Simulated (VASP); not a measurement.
Ge: single point with r2SCAN+D3(BJ)

Crystal: Ge.

```
CELL_PARAMETERS angstrom
0.00000 2.50822 2.50822
2.50822 0.00000 2.50822
2.50822 2.50822 0.00000
ATOMIC_POSITIONS crystal
Ge 0.00000 0.00000 0.00000
Ge 0.25000 0.25000 0.25000
```

```json
{
 "Program": "VASP 6.6.1",
 "Task": "single point",
 "Functional": "r2SCAN",
 "Dispersion": "D3(BJ)",
 "Potentials or basis": "VASP PAW PBE potentials, release 64 (Ge_d)",
 "Cutoff": "550 eV",
 "k mesh": "5 × 5 × 5",
 "Occupations": "fermi-dirac, width 0.05 eV",
 "Spin": "no spin polarisation"
}
```

```json
{
  "Pressure": "59.8 GPa",
  "Band gap on the k mesh": "0.06 eV (least direct gap 2.68 eV)",
  "Dispersion energy per atom": "-0.199 eV"
}
```

Levels at points of the mesh, in eV from the valence-band top:
| k point | band 10 | band 11 | band 12 | band 13 | band 14 | band 15 | band 16 | band 17 | band 18 | band 19 |
| --- | --- | --- | --- | --- | --- | --- | --- | --- | --- | --- |
| (0.00, 0.00, 0.00) | -25.84 | -16.82 | 0.00 | 0.00 | 0.00 | 2.68 | 2.68 | 2.68 | 4.23 | 8.04 |

Wall time 62 s on 1 thread of Intel Xeon 8259CL (shared host), peak memory 0.17 GiB.

Caveat: the k points lie up to 0.43 Å⁻¹ apart; three body term missing; semilocal functionals underestimate gaps, and a narrow one can read as zero; the PAW data sets were made with another functional, which shifts forces and pressure a little; an odd mesh through Γ misses points on the zone boundary, where band edges can lie.
